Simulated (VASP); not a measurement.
# Be (Fm-3m) in VASP: notebook, part 2 of 2

VASP 6.6.1.

## Step 4: Single point, PBEsol

This run uses another cell than the first one, of 7.50 Å³/atom.

The input, INCAR:

```
SYSTEM = Be
PREC     = Accurate       ! precision mode
ENCUT    = 600            ! plane-wave cutoff, eV
EDIFF    = 1E-6           ! SCF threshold, eV
ISMEAR   = -1             ! smearing method
SIGMA    = 0.05           ! smearing width, eV
LREAL    = .False.        ! projectors in reciprocal space
LASPH    = .True.         ! aspherical terms in the spheres
NELM     = 120            ! most SCF steps
ALGO     = Normal         ! electronic algorithm
ISIF     = 2              ! what is computed and relaxed
LWAVE    = .False.        ! write WAVECAR
LCHARG   = .False.        ! write CHGCAR
GGA      = PS             ! functional
NBANDS   = 7              ! bands
GGA_COMPAT= .False.
```

The input, KPOINTS:

```
Automatic mesh
0
Gamma
  23 23 23
  0 0 0
```

The input, POSCAR:

```
Be
1.0
    0.0000000000      1.5536436429      1.5536436429
    1.5536436429      0.0000000000      1.5536436429
    1.5536436429      1.5536436429      0.0000000000
Be
1
Direct
    0.0000000000      0.0000000000      0.0000000000
```

Potentials or basis: VASP PAW PBE potentials, release 64 (Be).

Command:

```
cat potpaw_PBE.64/Be/POTCAR > POTCAR
mpirun -np 1 vasp_std > vasp.out
```

OUTCAR:

```text
SYSTEM = Be
   PREC = Accurate
   ENCUT = 600
   EDIFF = 1E-6
   ISMEAR = -1
   LREAL = .False.
   LASPH = .True.
   NELM = 120
   ISIF = 2
   GGA = PS

 ion  position               nearest neighbor table
   1  0.000  0.000  0.000-

  LATTYP: Found a face centered cubic cell.
 ALAT       =     3.1072872858

  Lattice vectors:

 A1 = (   0.0000000000,   1.5536436429,   1.5536436429)
 A2 = (   1.5536436429,   0.0000000000,   1.5536436429)
 A3 = (   1.5536436429,   1.5536436429,   0.0000000000)

Analysis of symmetry for initial positions (statically):
=====================================================================
 Subroutine PRICEL returns:
 Original cell was already a primitive cell.

 Routine SETGRP: Setting up the symmetry group for a
 face centered cubic supercell.

 Subroutine GETGRP returns: Found 48 space group operations
 (whereof 48 operations were pure point group operations)
 out of a pool of 48 trial point group operations.

The static configuration has the point symmetry O_h .

Analysis of symmetry for dynamics (positions and initial velocities):
=====================================================================
 Subroutine PRICEL returns:
 Original cell was already a primitive cell.

 Routine SETGRP: Setting up the symmetry group for a
 face centered cubic supercell.

 Subroutine GETGRP returns: Found 48 space group operations
 (whereof 48 operations were pure point group operations)
 out of a pool of 48 trial point group operations.

The dynamic configuration has the point symmetry O_h .

 Subroutine INISYM returns: Found 48 space group operations
 (whereof 48 operations are pure point group operations),
 and found     1 'primitive' translations

----------------------------------------------------------------------------------------

                                     Primitive cell

  volume of cell :       7.5004

  direct lattice vectors                    reciprocal lattice vectors
[... 101 lines left out ...]
   EFERMI_NEDOS =   21; number of points for ismear=-14 and -15
   IALGO  =     38    algorithm
   IMIX   =      4    mixing-type and parameters
     AMIX     =   0.40;   BMIX     =  1.00
     AMIX_MAG =   1.60;   BMIX_MAG =  1.00
  volume/ion in A,a.u.               =       7.50        50.62
  Fermi-wavevector in a.u.,A,eV,Ry     =   1.053716  1.991234 15.106775  1.110317
  Thomas-Fermi vector in A             =   2.188848
   LORBIT       =      0    0 simple, 1 ext, 2 COOP (PROOUT), +10 PAW based schemes
   GGA     = PS    functional components
   LHFCALC =     F    Hartree Fock is set to
   AEXX    =    0.0000 exact exchange contribution
   IVDW    =     0    specifies the selected vdW correction
   LEPSILON=     F    determine dielectric tensor
   LRPA    =     F    only Hartree local field effects (RPA)
 non-spin polarized calculation
  energy-cutoff  :      600.00
  volume of cell :        7.50
 maximum number of plane-waves:       265
 NGX is ok and might be reduce to    18
   NGX =  9   NGY =  9   NGZ =  9

 number of electron       2.0000000 magnetization

 Free energy of the ion-electron system (eV)
  ---------------------------------------------------
  ext. energy  EPLUGINS =         0.00000000
  ---------------------------------------------------
  free energy    TOTEN  =        -3.91443775 eV

  energy without entropy =       -3.91397050  energy(sigma->0) =       -3.91420413

 E-fermi :   8.0251     XC(G=0): -10.7859

 val. band max:        7.9687223841   @ k =  -0.3478   0.3478   0.0000
 cond. band min:       8.0801923286   @ k =  -0.3478   0.3913   0.0435
 fundamental gap:      0.1114699444
 Fermi energy:         8.0251232503

 k-point     1 :       0.0000    0.0000    0.0000
  band No.  band energies     occupation
      1      -4.1828      2.00000
      2      28.1805      0.00000
      3      28.1805      0.00000
      4      28.1805      0.00000
      5      37.9971      0.00000
      6      37.9971      0.00000
      7      37.9971      0.00000
[... 221 lines left out ...]
 k-point    24 :      -0.4783    0.0435    0.0000
  band No.  band energies     occupation
      1       2.5124      2.00000
      2       8.1741      0.09679
      3      24.7794      0.00000
      4      24.9159      0.00000
      5      33.5527      0.00000
      6      35.3746      0.00000
      7      38.7041      0.00000

 [... further k-points ...]
[... 5 lines left out ...]
  --------------------------------------------------------------------------------------
  -------------------------------------------------------------------------------------
  Total        0.2521975      0.2521975      0.2521975      0.0000000      0.0000000      0.0000000
  in kB       53.8724944     53.8724944     53.8724944      0.0000000      0.0000000      0.0000000
  external PRESSURE =      53.8724944 kB  Pullay stress =       0.0000000 kB

 VOLUME and BASIS-vectors are now :
 -----------------------------------------------------------------------------
  energy-cutoff  :      600.00
  volume of cell :        7.50
      direct lattice vectors                 reciprocal lattice vectors
     0.000000000  1.553643643  1.553643643    -0.321824121  0.321824121  0.321824121
     1.553643643  0.000000000  1.553643643     0.321824121 -0.321824121  0.321824121
     1.553643643  1.553643643  0.000000000     0.321824121  0.321824121 -0.321824121

 POSITION                                       TOTAL-FORCE (eV/Angst)
 -----------------------------------------------------------------------------------
      0.00000      0.00000      0.00000         0.000000      0.000000      0.000000
 -----------------------------------------------------------------------------------
    total drift:                                0.000000      0.000000     -0.000000

  FREE ENERGIE OF THE ION-ELECTRON SYSTEM (eV)
  ---------------------------------------------------
  free  energy   TOTEN  =        -3.9144377502 eV

  energy  without entropy=       -3.9139705016  energy(sigma->0) =       -3.91420413
```

stdout:

```text
POSCAR found type information on POSCAR Be
 POSCAR found :  1 types and       1 ions
 scaLAPACK will be used
 -----------------------------------------------------------------------------
|                                                                             |
|                                                                             |
|     You enforced a specific xc type in the INCAR file but a different       |
|     I HOPE YOU KNOW WHAT YOU ARE DOING!                                     |
|                                                                             |
 -----------------------------------------------------------------------------

 LDA part: xc-table for (Slater+PW92), standard interpolation
 POSCAR, INCAR and KPOINTS ok, starting setup
 FFT: planning ... GRIDC
 FFT: planning ... GRID_SOFT
 FFT: planning ... GRID
 WAVECAR not read
 entering main loop
```

Wall time 9.6 s (1 thread of Intel Xeon Platinum 8488C (Sapphire Rapids), shared host); peak memory 0.13 GiB.

Results:

```
Free energy            : -3.9144 eV
Pressure               : 5.4 GPa
Band gap on the k mesh : zero (bands 1 and 2 overlap by 0.67 eV)
```

Levels at points of the mesh, in eV from the Fermi level:
```
           k point  band 1  band 2  band 3  band 4  band 5  band 6
(0.00, 0.00, 0.00)  -12.21   20.16   20.16   20.16   29.97   29.97
```

Caveat: the cell stands under pressure; the PAW data sets were made with another functional, which shifts forces and pressure a little.

## Step 5: Overview

```tsv
cell	gap on the mesh (eV)	pressure (GPa)
a = 2.131 Å, angles 60.0°, 1 atom	none	20.5
a = 2.173 Å, angles 60.0°, 1 atom	none	10.4
a = 2.197 Å, angles 60.0°, 1 atom	none	5.4
```

Alike in all rows: task single point; level PBEsol; potentials or basis VASP PAW PBE potentials, release 64 (Be); no spin polarisation; k mesh 23 × 23 × 23; cutoff (eV) 600; smearing fermi-dirac 0.05 eV.

Caveats: the cell stands under pressure; the PAW data sets were made with another functional, which shifts forces and pressure a little.

Total energies depend on the potentials used, so only differences within one code and one set of settings carry meaning.
